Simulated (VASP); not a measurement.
Here is a VASP 6.6.1 calculation.

The input INCAR:

```
PREC = Accurate
ENCUT = 520
EDIFF = 1E-7
ISMEAR = 0
SIGMA = 0.1
LREAL = F
LASPH = T
NELM = 60
ALGO = Normal
ISIF = 2
LWAVE = F
LCHARG = T
GGA = PE
LELF = T
LVHAR = T
NBANDS = 38
```

The input KPOINTS:

```
Automatic mesh
0
Gamma
  12 12 4
```

Contents of POSCAR:

```
NbIn2Se3
1.0
    3.6494744252      0.0000000000      0.0000000000
   -1.8247372126      3.1605375627      0.0000000000
    0.0000000000      0.0000000000     13.8018220886
Nb In Se
1 2 3
Direct
    0.0000000000      0.0000000000      0.5000000000
    0.3333333333      0.6666666667      0.1429549497
    0.6666666667      0.3333333333      0.8570450503
    0.3333333333      0.6666666667      0.6162539070
    0.6666666667      0.3333333333      0.3837460930
    0.0000000000      0.0000000000      0.0000000000
```

Potentials or basis: VASP PAW PBE potentials, release 64 (Nb_sv, In_d, Se).

The run is started by

```console
$ cat potpaw_PBE.64/Nb_sv/POTCAR potpaw_PBE.64/In_d/POTCAR potpaw_PBE.64/Se/POTCAR > POTCAR
$ mpirun -np 1 vasp_std > vasp.out
```

Problem. What does it give for the largest force?

Solution. 0.016 eV/Å.

Problem. What does it give for the band gap on the k mesh?

Solution. Zero (an odd number of electrons rules out a gap without spin polarisation).

Forces on the atoms (eV/Å):
```
Nb   0.000  0.000  0.000
In   0.000  0.000  0.016
In   0.000  0.000 -0.016
Se   0.000  0.000  0.005
Se   0.000  0.000 -0.005
Se   0.000  0.000  0.000
```

Caveat: spin-orbit coupling is left out, which moves the levels of the heavy elements.
